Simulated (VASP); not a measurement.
Cu, 3 atoms in the cell. Symmetry: P6/mmm, No. 191, hexagonal system. The conventional cell has a = 4.095 Å, b = 4.095 Å, c = 2.411 Å, α = 90.00°, β = 90.00°, γ = 120.00°. Cu (site symmetry 6/mmm) has 14 Cu at 2.41 to 2.65 Å within 3.2 Å. Within 3.1 Å of Cu (site symmetry -6m2) lie 11 Cu at 2.36 to 2.65 Å. This isn't the form of Cu at room conditions, which is fcc.

* Program: VASP 6.6.1
* Task: relaxation of cell and atoms
* Functional: r2SCAN
* Potentials or basis: VASP PAW PBE potentials, release 64 (Cu)
* Cutoff: 660 eV
* k mesh: 15 × 15 × 18
* Occupations: gaussian, width 0.1 eV
* Spin: no spin polarisation
* Dipole correction: no
* Further INCAR settings: ALGO = Normal; EDIFF = 1e-07; IBRION = 2; EDIFFG = -0.01; NSW = 100; ISIF = 3

Potentials or basis: VASP PAW PBE potentials, release 64 (Cu).

Run with:

```console
$ cat potpaw_PBE.64/Cu/POTCAR > POTCAR
$ cp INCAR.step1 INCAR
$ mpirun -np 4 vasp_std > vasp.out
$ cp INCAR.step2 INCAR
$ mpirun -np 4 vasp_std > vasp.out
```

Hardware: 4 MPI ranks on Intel(R) Xeon(R) 6975P-C (Granite Rapids), with other jobs on the host.

**Question.** Estimate the wall time of this run.

**Answer.** Run time: 6.9 min on 4 MPI ranks on Intel(R) Xeon(R) 6975P-C (Granite Rapids), on a shared host, peak memory 0.34 GiB a rank. Counts: k points 270, ion steps 3.
